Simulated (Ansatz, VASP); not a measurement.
**One calculation of GaSb, two programs**

Contents of INCAR:

```
PREC = Accurate
ENCUT = 500
EDIFF = 1E-6
ISMEAR = 0
SIGMA = 0.1
LREAL = F
LASPH = T
NELM = 120
ALGO = Normal
ISIF = 2
LWAVE = F
LCHARG = F
NBANDS = 16
GGA_COMPAT = F
```

The input KPOINTS:

```
Automatic mesh
0
Gamma
  6 6 6
```

The input POSCAR:

```
GaSb
1.0
    0.0000000000      3.0590000000      3.0590000000
    3.0590000000      0.0000000000      3.0590000000
    3.0590000000      3.0590000000      0.0000000000
Ga Sb
1 1
Direct
    0.0000000000      0.0000000000      0.0000000000
    0.2500000000      0.2500000000      0.2500000000
```

Input for Ansatz:

```yaml
crystal:
  lattice:
    - [0.0, 3.059, 3.059]
    - [3.059, 0.0, 3.059]
    - [3.059, 3.059, 0.0]
  atoms:
    - { symbol: Ga, position: [0.0, 0.0, 0.0] }
    - { symbol: Sb, position: [0.25, 0.25, 0.25] }
basis:
  ecutwfc: 420
kpoints:
  mp_grid: { grid: [6, 6, 6] }
hamiltonian:
  xc: lda
scf:
  occupations: { method: gaussian, width: 0.1 }
output:
  forces: true
  stress: true
  eigenvalues: true
```

Alike in both runs: task single point; functional LDA; k mesh 6 × 6 × 6; occupations gaussian, width 0.1 eV; no spin polarisation.

|  | VASP | Ansatz |
| --- | --- | --- |
| version | VASP 6.6.1 | Ansatz 0.2.0 |
| potentials or method | VASP PAW LDA potentials, release 64 (Ga_d, Sb), cutoff 500 eV | scalar-relativistic, plane waves, PAW |
| valence electrons in the cell | 18 | 28 |

```csv
,VASP,Ansatz,Ansatz less VASP
gap on the k mesh at the Fermi level (eV),none,none,-
pressure (GPa),-1.5,-1.6,-0.17
```

LDA's correlation is that of Perdew and Zunger in VASP and of Perdew and Wang (1992) in Ansatz. A gap of «none» marks a metal or a gap that the smearing closes. VASP's potentials hold 18 valence electrons a cell and Ansatz's 28, so a difference there can come from the potentials and not from the codes.

Spin-orbit coupling is off throughout.
